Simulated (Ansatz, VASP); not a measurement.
## Two plane-wave programs on C

```xyz
10
Lattice="4.7237 0.0000 0.0000 -2.3618 4.0908 0.0000 0.0000 0.0000 2.9354" Properties=species:S:1:pos:R:3 pbc="T T T"
C    -0.7372    3.7711    2.2015
C     3.0991    0.3198    0.7338
C     1.2726    2.8437    2.2015
C     1.0893    1.2471    0.7338
C    -0.5354    1.5669    2.2015
C     2.8972    2.5240    0.7338
C     2.3618    1.3636    2.2015
C     0.0000    2.7272    0.7338
C     0.0000    0.0000    0.0000
C     0.0000    0.0000    1.4677
```

Alike in both runs: task relaxation of cell and atoms; functional PBE; k mesh 6 × 6 × 6; occupations gaussian, width 0.1 eV; no spin polarisation.

```csv
,VASP,Ansatz
version,VASP 6.6.1,Ansatz 0.2.0
potentials or method,"VASP PAW PBE potentials, release 64 (C), cutoff 600 eV","scalar-relativistic, plane waves, PAW"
valence electrons in the cell,40,40
```

|  | VASP | Ansatz | Ansatz less VASP |
| --- | --- | --- | --- |
| gap on the k mesh at the Fermi level, each at its own relaxed structure (eV) | none | none | - |
| relaxed volume (Å³/atom) | 7.75 | 7.95 | +0.197 |
| relaxed cell length with the largest relative difference (Å) | 4.813 | 5.035 | +0.2219 |

A gap of «none» marks a metal or a gap that the smearing closes.

Noted on VASP's run: the volume moved by over 15 % at a fixed basis, so the end points are rough.
